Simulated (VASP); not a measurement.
Crystal: C.

```xyz
4
Lattice="1.2280 -2.1271 0.0000 1.2280 2.1271 0.0000 0.0000 0.0000 7.1733" Properties=species:S:1:pos:R:3 pbc="T T T"
C     1.2280    1.7724    5.4025
C     1.2280   -0.3547    1.7708
C     1.2280   -1.7724    1.7708
C     1.2280    0.3547    5.4025
```

Base run:

```yaml
Program: VASP 6.6.1
Functional: PBE
Potentials_or_basis: VASP PAW PBE potentials, release 64 (C)
Cutoff: 520 eV
k_mesh: 18 × 18 × 6
Occupations: fermi-dirac, width 0.5 eV
Spin: no spin polarisation
```

Its results: pressure 4.6 GPa; largest force 0.015 eV/Å.

Problem. The run is repeated on the same cell with these changes: occupations from fermi-dirac, width 0.5 eV to methfessel-paxton, width 0.2 eV. What comes out?

Solution. Pressure 4.2 GPa; largest force 0.026 eV/Å.

Caveats: the cell stands under pressure; this functional lacks dispersion, which binds layers or chains, so the pressure and a relaxed spacing across them are unreliable; so wide a smearing shifts energies and pressures (at least some runs).
